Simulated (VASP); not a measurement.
A run of VASP 6.6.1:

Contents of INCAR:

```
SYSTEM = LuAlN2
PREC = Accurate
ENCUT = 520
EDIFF = 1E-6
ISMEAR = 0
SIGMA = 0.01
LREAL = .FALSE.
LASPH = .TRUE.
NELM = 80
ALGO = Normal
ISIF = 2
LWAVE = .FALSE.
LCHARG = .TRUE.
GGA = PE
LELF = .TRUE.
LVHAR = .TRUE.
NBANDS = 27
```

KPOINTS

```
Automatic mesh
0
G
  6 6 6
  0 0 0
```

POSCAR

```
LuAlN2
1.0
    3.1273734899      0.0000000000      0.0000000000
    0.0000000000      3.1273734899      0.0000000000
    0.0000000000      0.0000000000      4.4201951963
Al N Lu
1 2 1
Direct
    0.0000000000      0.0000000000      0.0000000000
    0.0000000000      0.0000000000      0.5000000000
    0.5000000000      0.5000000000      0.0000000000
    0.5000000000      0.5000000000      0.5000000000
```

Potentials or basis: VASP PAW PBE potentials, release 64 (Al, N, Lu).

Run with:

```console
$ cat potpaw_PBE.64/Al/POTCAR potpaw_PBE.64/N/POTCAR potpaw_PBE.64/Lu/POTCAR > POTCAR
$ mpirun -np 1 vasp_std > vasp.out
```

Hardware: 1 thread of Intel Xeon 8259CL, on a shared host.

Problem. Estimate the wall time of this run.

Solution. Run time: 65 s on 1 thread of Intel Xeon 8259CL, with other jobs on the host, peak memory 0.19 GiB. Counts: scf iterations 14, k points 40.
